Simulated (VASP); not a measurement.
InAs:

```
In As
1.0
     0.00000    2.87730    2.87730
     2.87730    0.00000    2.87730
     2.87730    2.87730    0.00000
In As
1 1
Direct
  0.50000 0.50000 0.50000
  0.00000 0.00000 0.00000
```

| Property | Result |
| --- | --- |
| Program | VASP 6.6.1 |
| Task | relaxation of cell and atoms |
| Functional | RPBE |
| Dispersion | D4 |
| Potentials or basis | VASP PAW PBE potentials, release 64 (In_d, As) |
| Cutoff | 600 eV |
| k mesh | 8 × 8 × 8 |
| Occupations | fermi-dirac, width 0.05 eV |
| Spin | no spin polarisation |

At the start: pressure -3.3 GPa; volume 23.82 Å³/atom.

Q: How do energy, volume and symmetry change on relaxing?

A: Over 3 steps the energy falls by 13.1 meV/atom and the volume is 22.59 Å³/atom (-5.1 %); space group Fm-3m (No. 225, to 0.1 Å) before and after.

The path:
```
step  energy change (eV)  largest force (eV/Å)  pressure (GPa)  volume (Å³)
   1              0.0000                0.0000           -3.26        47.64
   2             -0.0229                0.0000            1.33        44.38
   3             -0.0263                0.0000            0.02        45.19
```

Final structure:
```
In As
1.0
     0.00000    2.82706    2.82706
     2.82706    0.00000    2.82706
     2.82706    2.82706    0.00000
In As
1 1
Direct
  0.50000 0.50000 0.50000
  0.00000 0.00000 0.00000
```

Caveat: the PAW data sets were made with another functional, which shifts forces and pressure a little.
